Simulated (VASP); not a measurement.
# SnTe (Pm-3m) in VASP: further runs

The runs below take SnTe through single point, with PBE.

Program: VASP 6.6.1. These are calculated values, not measurements. Logs are shortened: lines on timing, memory, paths and dates and some standing lists are left out, and cuts for length are marked.

### 1 The cell of the first run

The structure is cubic, space group Pm-3m (No. 221). Conventional cell: a = 3.931 Å, b = 3.931 Å, c = 3.931 Å, α = 90.00°, β = 90.00°, γ = 90.00°. Te (site symmetry m-3m) has 8 Sn at 3.40 Å and 6 Te at 3.93 Å within 4.5 Å. Within 4.5 Å of Sn (site symmetry m-3m) lie 8 Te at 3.40 Å and 6 Sn at 3.93 Å.

### 2 Single point, PBE

Contents of INCAR:

```
SYSTEM = SnTe
  PREC = Accurate
  ENCUT = 500
  EDIFF = 1E-6
  ISMEAR = -1
  SIGMA = 0.05
  LREAL = .False.
  LASPH = .True.
  NELM = 120
  ALGO = Normal
  ISIF = 2
  LWAVE = .False.
  LCHARG = .True.
  GGA = PE
  LELF = .True.
  LVHAR = .True.
  NBANDS = 17
  GGA_COMPAT = .False.
```

Contents of KPOINTS:

```
regular mesh
0
Gamma
  7 7 7
  0 0 0
```

Contents of POSCAR:

```
SnTe
1.0
    3.9305596940      0.0000000000      0.0000000000
    0.0000000000      3.9305596940      0.0000000000
    0.0000000000      0.0000000000      3.9305596940
Te Sn
1 1
Direct
    0.5000000000      0.5000000000      0.5000000000
    0.0000000000      0.0000000000      0.0000000000
```

Potentials or basis: VASP PAW PBE potentials, release 64 (Te, Sn_d).

On the command line:

```sh
$ cat potpaw_PBE.64/Te/POTCAR potpaw_PBE.64/Sn_d/POTCAR > POTCAR
$ mpirun -np 1 vasp_std > vasp.out
```

OUTCAR:

```text
SYSTEM = SnTe
   PREC = Accurate
   ENCUT = 500
   EDIFF = 1E-6
   ISMEAR = -1
   LREAL = .False.
   LASPH = .True.
   NELM = 120
   ISIF = 2
   GGA = PE

 ion  position               nearest neighbor table
   1  0.500  0.500  0.500-   2 3.40   2 3.40   2 3.40   2 3.40   2 3.40   2 3.40   2 3.40   2 3.40

   2  0.000  0.000  0.000-   1 3.40   1 3.40   1 3.40   1 3.40   1 3.40   1 3.40   1 3.40   1 3.40

  LATTYP: Found a simple cubic cell.
 ALAT       =     3.9305596940

  Lattice vectors:

 A1 = (   3.9305596940,   0.0000000000,   0.0000000000)
 A2 = (   0.0000000000,   3.9305596940,   0.0000000000)
 A3 = (   0.0000000000,   0.0000000000,   3.9305596940)

Analysis of symmetry for initial positions (statically):
=====================================================================
 Subroutine PRICEL returns:
 Original cell was already a primitive cell.

 Routine SETGRP: Setting up the symmetry group for a
 simple cubic supercell.

 Subroutine GETGRP returns: Found 48 space group operations
 (whereof 48 operations were pure point group operations)
 out of a pool of 48 trial point group operations.

The static configuration has the point symmetry O_h .

Analysis of symmetry for dynamics (positions and initial velocities):
=====================================================================
 Subroutine PRICEL returns:
 Original cell was already a primitive cell.

 Routine SETGRP: Setting up the symmetry group for a
 simple cubic supercell.

 Subroutine GETGRP returns: Found 48 space group operations
 (whereof 48 operations were pure point group operations)
 out of a pool of 48 trial point group operations.

The dynamic configuration has the point symmetry O_h .

 Subroutine INISYM returns: Found 48 space group operations
 (whereof 48 operations are pure point group operations),
 and found     1 'primitive' translations

----------------------------------------------------------------------------------------

                                     Primitive cell

  volume of cell :      60.7244

  direct lattice vectors                    reciprocal lattice vectors
     3.930559694  0.000000000  0.000000000     0.254416693  0.000000000  0.000000000
     0.000000000  3.930559694  0.000000000     0.000000000  0.254416693  0.000000000
     0.000000000  0.000000000  3.930559694     0.000000000  0.000000000  0.254416693

  length of vectors
     3.930559694  3.930559694  3.930559694     0.254416693  0.254416693  0.254416693

  position of ions in fractional coordinates (direct lattice)
     0.500000000  0.500000000  0.500000000
     0.000000000  0.000000000  0.000000000

  ion indices of the primitive-cell ions
   primitive index   ion index
                 1           1
                 2           2

----------------------------------------------------------------------------------------

 KPOINTS: regular mesh

Automatic generation of k-mesh.
 Grid dimensions read from file:
 generate k-points for:    7    7    7

 Generating k-lattice:

  Cartesian coordinates                     Fractional coordinates (reciprocal lattice)
     0.036345242  0.000000000  0.000000000     0.142857143  0.000000000  0.000000000
     0.000000000  0.036345242  0.000000000     0.000000000  0.142857143  0.000000000
     0.000000000  0.000000000  0.036345242     0.000000000  0.000000000  0.142857143

  Length of vectors
     0.036345242  0.036345242  0.036345242

  Shift w.r.t. Gamma in fractional coordinates (k-lattice)
     0.000000000  0.000000000  0.000000000

 Subroutine IBZKPT returns following result:
 ===========================================

 Found     20 irreducible k-points:

 Following reciprocal coordinates:
            Coordinates               Weight
  0.000000  0.000000  0.000000      1.000000
  0.142857  0.000000  0.000000      6.000000
  0.285714  0.000000  0.000000      6.000000
  0.428571  0.000000  0.000000      6.000000
  0.142857  0.142857  0.000000     12.000000
  0.285714  0.142857  0.000000     24.000000
[... 12 lines left out ...]
  0.428571  0.428571  0.285714     24.000000
  0.428571  0.428571  0.428571      8.000000
   k-points           NKPTS =     20   k-points in BZ     NKDIM =     20   number of bands    NBANDS=     17
   number of dos      NEDOS =    301   number of ions     NIONS =      2
   total plane-waves  NPLWV =  27000
   dimension x,y,z NGX =    30 NGY =   30 NGZ =   30
   dimension x,y,z NGXF=    60 NGYF=   60 NGZF=   60
   ions per type =               1   1
   NGX,Y,Z   is equivalent  to a cutoff of  12.69, 12.69, 12.69 a.u.
   NGXF,Y,Z  is equivalent  to a cutoff of  25.38, 25.38, 25.38 a.u.
 SYSTEM =  SnTe
   PREC   = accura    normal or accurate (medium, high low for compatibility)
   ISTART =      0    job   : 0-new  1-cont  2-samecut
   ICHARG =      2    charge: 1-file 2-atom 10-const
   ISPIN  =      1    spin polarized calculation?
   LNONCOLLINEAR =      F non collinear calculations
   LSORBIT =      F    spin-orbit coupling
   LASPH  =      T    aspherical Exc in radial PAW
   ENCUT  =  500.0 eV  36.75 Ry    6.06 a.u.   7.17  7.17  7.17*2*pi/ulx,y,z
   NELM   =    120;   NELMIN=  2; NELMDL= -5     # of ELM steps
   EDIFF  = 0.1E-05   stopping-criterion for ELM
   LREAL  =      F    real-space projection
[... 7 lines left out ...]
   TEBEG  =    0.0;   TEEND  =   0.0 temperature during run
   PSTRESS=    0.0 pullay stress
   NELECT =      20.0000    total number of electrons
   NUPDOWN=      -1.0000    fix difference up-down
   EMIN   =  10.00;   EMAX   =-10.00  energy-range for DOS
   EFERMI =   0.00;   METHOD = LEGACY
   ISMEAR =    -1;   SIGMA  =   0.05  broadening in eV -4-tet -1-fermi 0-gaus
   EFERMI_NEDOS =   21; number of points for ismear=-14 and -15
   IALGO  =     38    algorithm
   IMIX   =      4    mixing-type and parameters
     AMIX     =   0.40;   BMIX     =  1.00
     AMIX_MAG =   1.60;   BMIX_MAG =  1.00
  volume/ion in A,a.u.               =      30.36       204.89
  Fermi-wavevector in a.u.,A,eV,Ry     =   1.130569  2.136466 17.390782  1.278186
  Thomas-Fermi vector in A             =   2.267266
   LORBIT       =      0    0 simple, 1 ext, 2 COOP (PROOUT), +10 PAW based schemes
   GGA     = PE    functional components
   LHFCALC =     F    Hartree Fock is set to
   AEXX    =    0.0000 exact exchange contribution
   IVDW    =     0    specifies the selected vdW correction
   LEPSILON=     F    determine dielectric tensor
   LRPA    =     F    only Hartree local field effects (RPA)
 non-spin polarized calculation
  energy-cutoff  :      500.00
  volume of cell :       60.72
 maximum number of plane-waves:      1554
 NGX is ok and might be reduce to    30
   NGX = 15   NGY = 15   NGZ = 15

 number of electron      19.9999989 magnetization

 Free energy of the ion-electron system (eV)
  ---------------------------------------------------
  ext. energy  EPLUGINS =         0.00000000
  ---------------------------------------------------
  free energy    TOTEN  =        -7.07008061 eV

  energy without entropy =       -7.04907039  energy(sigma->0) =       -7.05957550

 E-fermi :   6.7706     XC(G=0):  -9.7901

 val. band max:        6.7585570883   @ k =   0.4286   0.2857   0.0000
 cond. band min:       6.8042996801   @ k =   0.4286   0.4286   0.4286
 fundamental gap:      0.0457425918
 Fermi energy:         6.7706188725

 k-point     1 :       0.0000    0.0000    0.0000
  band No.  band energies     occupation
      1     -14.8073      2.00000
      2     -14.8073      2.00000
      3     -14.7725      2.00000
      4     -14.7725      2.00000
      5     -14.7725      2.00000
      6      -5.3937      2.00000
[... 9 lines left out ...]
     16      17.5906      0.00000
     17      17.5906      0.00000

 k-point     2 :       0.1429    0.0000    0.0000
  band No.  band energies     occupation
      1     -14.8071      2.00000
      2     -14.8017      2.00000
      3     -14.7743      2.00000
      4     -14.7743      2.00000
      5     -14.7724      2.00000
      6      -5.2415      2.00000
[... 9 lines left out ...]
     16      16.8743      0.00000
     17      17.1595      0.00000

 k-point     3 :       0.2857    0.0000    0.0000
  band No.  band energies     occupation
      1     -14.8066      2.00000
      2     -14.7890      2.00000
      3     -14.7785      2.00000
      4     -14.7785      2.00000
      5     -14.7721      2.00000
      6      -4.8263      2.00000
[... 9 lines left out ...]
     16      14.9359      0.00000
     17      17.3757      0.00000

 k-point     4 :       0.4286    0.0000    0.0000
  band No.  band energies     occupation
      1     -14.8062      2.00000
      2     -14.7818      2.00000
      3     -14.7818      2.00000
      4     -14.7788      2.00000
      5     -14.7718      2.00000
      6      -4.3562      2.00000
[... 9 lines left out ...]
     16      17.3933      0.00000
     17      18.2868      0.00000

 k-point     5 :       0.1429    0.1429    0.0000
  band No.  band energies     occupation
      1     -14.8042      2.00000
      2     -14.7987      2.00000
      3     -14.7763      2.00000
      4     -14.7743      2.00000
      5     -14.7740      2.00000
      6      -5.0920      2.00000
[... 9 lines left out ...]
     16      15.8354      0.00000
     17      16.1125      0.00000

 k-point     6 :       0.2857    0.1429    0.0000
  band No.  band energies     occupation
      1     -14.8027      2.00000
      2     -14.7869      2.00000
      3     -14.7808      2.00000
      4     -14.7782      2.00000
      5     -14.7738      2.00000
      6      -4.6866      2.00000
[... 9 lines left out ...]
     16      15.1475      0.00000
     17      15.8397      0.00000
[... 201 lines left out ...]
 k-point    17 :       0.2857    0.2857    0.2857
  band No.  band energies     occupation
      1     -14.7854      2.00000
      2     -14.7842      2.00000
      3     -14.7842      2.00000
      4     -14.7784      2.00000
      5     -14.7784      2.00000
      6      -3.8768      2.00000
[... 9 lines left out ...]
     16      15.8572      0.00000
     17      17.7154      0.00000

 k-point    18 :       0.4286    0.2857    0.2857
  band No.  band energies     occupation
      1     -14.7890      2.00000
      2     -14.7879      2.00000
      3     -14.7838      2.00000
      4     -14.7781      2.00000
      5     -14.7680      2.00000
      6      -3.5629      2.00000
[... 9 lines left out ...]
     16      16.4402      0.00000
     17      18.3978      0.00000

 k-point    19 :       0.4286    0.4286    0.2857
  band No.  band energies     occupation
      1     -14.7927      2.00000
      2     -14.7875      2.00000
      3     -14.7874      2.00000
      4     -14.7729      2.00000
      5     -14.7626      2.00000
      6      -3.3200      2.00000
[... 9 lines left out ...]
     16      17.8268      0.00000
     17      19.0347      0.00000

 k-point    20 :       0.4286    0.4286    0.4286
  band No.  band energies     occupation
      1     -14.7917      2.00000
      2     -14.7914      2.00000
      3     -14.7914      2.00000
      4     -14.7623      2.00000
      5     -14.7623      2.00000
      6      -3.1231      2.00000
[... 9 lines left out ...]
     16      19.4070      0.00000
     17      21.2359      0.00000

------------------------ aborting loop because EDIFF is reached ----------------------------------------

  FORCE on cell =-STRESS in cart. coord.  units (eV):
  Direction    XX          YY          ZZ          XY          YZ          ZX
  --------------------------------------------------------------------------------------
  -------------------------------------------------------------------------------------
  Total       -0.6365217     -0.6365217     -0.6365217     -0.0000000     -0.0000000      0.0000000
  in kB      -16.7942508    -16.7942508    -16.7942508     -0.0000000     -0.0000000      0.0000000
  external PRESSURE =     -16.7942508 kB  Pullay stress =       0.0000000 kB

 VOLUME and BASIS-vectors are now :
 -----------------------------------------------------------------------------
  energy-cutoff  :      500.00
  volume of cell :       60.72
      direct lattice vectors                 reciprocal lattice vectors
     3.930559694  0.000000000  0.000000000     0.254416693  0.000000000  0.000000000
     0.000000000  3.930559694  0.000000000     0.000000000  0.254416693  0.000000000
     0.000000000  0.000000000  3.930559694     0.000000000  0.000000000  0.254416693

 POSITION                                       TOTAL-FORCE (eV/Angst)
 -----------------------------------------------------------------------------------
      1.96528      1.96528      1.96528         0.000000      0.000000      0.000000
      0.00000      0.00000      0.00000         0.000000      0.000000      0.000000
 -----------------------------------------------------------------------------------
    total drift:                                0.000000     -0.000000     -0.000000

  FREE ENERGIE OF THE ION-ELECTRON SYSTEM (eV)
  ---------------------------------------------------
  free  energy   TOTEN  =        -7.0700806121 eV

  energy  without entropy=       -7.0490703857  energy(sigma->0) =       -7.05957550
```

It took 31 s on 1 thread of Intel Xeon 8259CL, shared host; peak memory 0.17 GiB.

Results:

* Free energy: -7.0701 eV
* Pressure: -1.7 GPa
* Band gap on the k mesh: zero (bands 10 and 11 overlap by 1.00 eV)

Caveat: spin-orbit coupling is left out, which moves the levels of the heavy elements.

### 3 Single point, PBE

This run uses another cell than the first one, of 31.55 Å³/atom.

Contents of INCAR:

```
SYSTEM = SnTe
PREC     = Accurate       ! precision mode
ENCUT    = 500            ! plane-wave cutoff, eV
EDIFF    = 1E-6           ! SCF threshold, eV
ISMEAR   = -1             ! smearing method
SIGMA    = 0.05           ! smearing width, eV
LREAL    = .FALSE.        ! projectors in reciprocal space
LASPH    = .TRUE.         ! aspherical terms in the spheres
NELM     = 120            ! most SCF steps
ALGO     = Normal         ! electronic algorithm
ISIF     = 2              ! what is computed and relaxed
LWAVE    = .FALSE.        ! write WAVECAR
LCHARG   = .FALSE.        ! write CHGCAR
GGA      = PE             ! functional
NBANDS   = 17             ! bands
GGA_COMPAT= .FALSE.
```

Contents of KPOINTS:

```
regular mesh
0
G
  7 7 7
  0 0 0
```

Contents of POSCAR:

```
SnTe
1.0
    3.9812821877      0.0000000000      0.0000000000
    0.0000000000      3.9812821877      0.0000000000
    0.0000000000      0.0000000000      3.9812821877
Te Sn
1 1
Direct
    0.5000000000      0.5000000000      0.5000000000
    0.0000000000      0.0000000000      0.0000000000
```

Potentials or basis: VASP PAW PBE potentials, release 64 (Te, Sn_d).

On the command line:

```sh
$ cat potpaw_PBE.64/Te/POTCAR potpaw_PBE.64/Sn_d/POTCAR > POTCAR
$ mpirun -np 1 vasp_std > vasp.out
```

Wall time 26 s (1 thread of Intel Xeon 8259CL, shared host); peak memory 0.17 GiB.

It converged, with:

- Free energy: -7.0382 eV
- Pressure: -2.6 GPa
- Band gap on the k mesh: zero (bands 10 and 11 overlap by 0.91 eV)

Levels at points of the mesh, in eV from the Fermi level:
```csv
k point,band 8,band 9,band 10,band 11,band 12,band 13
"(0.00, 0.00, 0.00)",-1.58,-1.58,-1.58,3.73,3.73,4.99
```

Caveat: spin-orbit coupling is left out, which moves the levels of the heavy elements.

The gap in the log of VASP goes by the Fermi energy; the results here count the filled bands.